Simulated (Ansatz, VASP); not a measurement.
**ZnSe: VASP beside Ansatz**

Contents of POSCAR:

```
ZnSe
1.0
    0.0000000000      2.7880855544      2.9274898321
    2.7880855544      0.0000000000      2.9274898321
    2.7880855544      2.7880855544      0.0000000000
Zn Se
1 1
Direct
    0.0000000000      0.0000000000      0.0000000000
    0.7500000000      0.7500000000      0.7500000000
```

The input INCAR.step1:

```
SYSTEM = ZnSe
PREC = Accurate
ENCUT = 520
ISMEAR = 0
SIGMA = 0.05
LREAL = .False.
LASPH = .True.
NELM = 60
NBANDS = 16
GGA = PE
ALGO = Normal
EDIFF = 1E-4
LWAVE = .True.
LCHARG = .False.
```

File INCAR.step2:

```
SYSTEM = ZnSe
PREC = Accurate
ENCUT = 520
EDIFF = 1E-6
ISMEAR = 0
SIGMA = 0.05
LREAL = .False.
LASPH = .True.
NELM = 60
ALGO = Normal
ISIF = 2
LWAVE = .False.
LCHARG = .False.
METAGGA = R2SCAN
LMIXTAU = .True.
NBANDS = 16
ISTART = 1
```

File KPOINTS:

```
Automatic mesh
0
Gamma
  10 10 10
  0 0 0
```

Input for Ansatz:

```yaml
crystal:
  lattice:
    - [0.0, 2.7880855544, 2.9274898321]
    - [2.7880855544, 0.0, 2.9274898321]
    - [2.7880855544, 2.7880855544, 0.0]
  atoms:
    - { symbol: Zn, position: [0.0, 0.0, 0.0] }
    - { symbol: Se, position: [0.75, 0.75, 0.75] }
basis:
  ecutwfc: 500
kpoints:
  mp_grid: { grid: [10, 10, 10] }
hamiltonian:
  xc: r2scan
scf:
  occupations: { method: gaussian, width: 0.05 }
output:
  forces: true
  stress: true
  eigenvalues: true
```

Alike in both runs: task single point; functional r2SCAN; k mesh 10 × 10 × 10; occupations gaussian, width 0.05 eV; no spin polarisation.

|  | VASP | Ansatz |
| --- | --- | --- |
| version | VASP 6.6.1 | Ansatz 0.2.0 |
| potentials or method | VASP PAW PBE potentials, release 64 (Zn, Se), cutoff 520 eV | scalar-relativistic, plane waves, PAW |
| valence electrons in the cell | 18 | 28 |

VASP gave:

```
gap on the k mesh at the Fermi level (eV)                     : 1.79
least direct gap on the mesh (eV)                             : 1.79
pressure (GPa)                                                : 0.0
traceless stress, the component that is largest in VASP (GPa) : -1.32
```

Q: Estimate Ansatz's values.

A: gap on the k mesh at the Fermi level (eV): 1.79; least direct gap on the mesh (eV): 1.79; pressure (GPa): -0.1; traceless stress, the component that is largest in VASP (GPa): -1.34.

VASP's potentials were made for PBE, not for r2SCAN. VASP's potentials hold 18 valence electrons a cell and Ansatz's 28, so a difference there can come from the potentials and not from the codes.
